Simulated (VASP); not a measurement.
VRu: single point with LDA

The system is VRu.

```
V Ru
1.0
     2.89920    0.00000    0.00000
     0.00000    2.89920    0.00000
     0.00000    0.00000    2.89920
V Ru
1 1
Direct
  0.50000 0.50000 0.50000
  0.00000 0.00000 0.00000
```

```yaml
Program: VASP 6.6.1
Task: single point
Functional: LDA
Potentials_or_basis: VASP PAW LDA potentials, release 64 (V_sv, Ru_pv)
Cutoff: 520 eV
k_mesh: 12 × 12 × 12
Occupations: fermi-dirac, width 0.05 eV
Spin: collinear spin, ferromagnetic start
Starting_moments: "[1.5, 0.0] μB"
```

| Quantity | Value |
| --- | --- |
| Pressure | 17.5 GPa |
| Net moment | 0.00 μB per cell |
| Valence electrons inside the program's atomic spheres | V 11.83; Ru 12.91 |

Levels at points of the mesh, in eV from the Fermi level:
Spin up:
```tsv
k point	band 10	band 11	band 12	band 13	band 14	band 15	band 16	band 17
(0.00, 0.00, 0.00)	-6.56	-2.40	-2.40	-2.40	0.69	0.69	2.58	2.58
(0.50, 0.00, 0.00)	-4.01	-2.54	-2.54	-2.26	-1.00	-0.49	-0.49	0.69
(0.50, 0.50, 0.00)	-4.33	-4.33	0.27	0.39	0.97	1.09	1.09	1.70
(0.50, 0.50, 0.50)	-4.68	-2.42	-2.42	-2.42	0.38	0.38	1.78	1.78
```
Spin down:
```csv
k point,band 9,band 10,band 11,band 12,band 13,band 14,band 15,band 16,band 17,band 18
"(0.00, 0.00, 0.00)",-6.56,-6.56,-2.40,-2.40,-2.40,0.69,0.69,2.58,2.58,2.58
"(0.50, 0.00, 0.00)",-4.66,-4.01,-2.54,-2.54,-2.26,-1.00,-0.49,-0.49,0.69,2.07
"(0.50, 0.50, 0.00)",-6.15,-4.33,-4.33,0.27,0.39,0.97,1.09,1.09,1.70,3.15
"(0.50, 0.50, 0.50)",-4.68,-4.68,-2.42,-2.42,-2.42,0.38,0.38,1.78,1.78,9.60
```

It took 2.8 min on 1 thread of Oxide Virtual Turin-like Processor, on a shared host, peak memory 0.16 GiB.

Caveat: the cell stands under pressure; an empty level that is flat over the whole mesh can mark a ghost state of the potentials, or a narrow d or f band; the moments typed at the start vanished in this run.
